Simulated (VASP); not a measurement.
Set up this calculation in VASP 6.6.1, as the native input.

```
Task                   : relaxation of cell and atoms
Functional             : PBEsol
Potentials or basis    : VASP PAW PBE potentials, release 64 (Sb)
Cutoff                 : 600 eV
k mesh                 : 4 × 4 × 4
Occupations            : fermi-dirac, width 0.1 eV
Spin                   : no spin polarisation
Dipole correction      : no
Further INCAR settings : ALGO = Normal; EDIFF = 1e-06; IBRION = 2; EDIFFG = -0.01; NSW = 80; ISIF = 3
```

The structure of Sb lies in POSCAR:

```
Sb
1.0
    6.0135035706      0.0000000000      0.0000000000
    0.0000000000      6.0135035706      0.0000000000
    0.0000000000      0.0000000000      6.0135035706
Sb
8
Direct
    0.0000000000      0.0000000000      0.0000000000
    0.5000000000      0.5000000000      0.5000000000
    0.2500000000      0.0000000000      0.5000000000
    0.7500000000      0.0000000000      0.5000000000
    0.5000000000      0.2500000000      0.0000000000
    0.5000000000      0.7500000000      0.0000000000
    0.0000000000      0.5000000000      0.2500000000
    0.0000000000      0.5000000000      0.7500000000
```

These files were run (other wordings do the same):

INCAR

```
SYSTEM = Sb
ALGO     = Normal         ! electronic algorithm
EDIFF    = 1E-6           ! SCF threshold, eV
EDIFFG   = -0.01          ! ionic threshold
ENCUT    = 600            ! plane-wave cutoff, eV
GGA      = PS             ! functional
IBRION   = 2              ! ionic algorithm
ISIF     = 3              ! what is computed and relaxed
ISMEAR   = -1             ! smearing method
LASPH    = .TRUE.         ! aspherical terms in the spheres
LCHARG   = .FALSE.        ! write CHGCAR
LREAL    = .FALSE.        ! projectors in reciprocal space
LWAVE    = .FALSE.        ! write WAVECAR
NELM     = 60             ! most SCF steps
NSW      = 80             ! ionic steps
PREC     = Accurate       ! precision mode
SIGMA    = 0.1            ! smearing width, eV
```

KPOINTS

```
k-points
0
G
  4 4 4
  0 0 0
```

Potentials or basis: VASP PAW PBE potentials, release 64 (Sb).

The run is started by

```bash
$ cat potpaw_PBE.64/Sb/POTCAR > POTCAR
$ mpirun -np 1 vasp_std > vasp.out
```

It gave:

```
Relaxed volume                        : 26.67 Å³/atom
Relaxed cell                          : a = 5.976 Å, b = 5.976 Å, c = 5.976 Å, α = 90.00°, β = 90.00°, γ = 90.00°
Space group after relaxing (to 0.1 Å) : Pm-3n (No. 223)
Energy gained by relaxing             : 1.9 meV/atom
Ionic steps                           : 3
Pressure after relaxing               : 0.0 GPa
Band gap on the k mesh                : zero (bands 20 and 21 overlap by 0.21 eV)
```

Caveat: the PAW data sets were made with another functional, which shifts forces and pressure a little; spin-orbit coupling is left out, which moves the levels of the heavy elements.

It took 2.1 min on 1 thread of Intel(R) Xeon(R) Platinum 8375C CPU @ 2.90GHz (Ice Lake), on a shared host, peak memory 0.35 GiB.
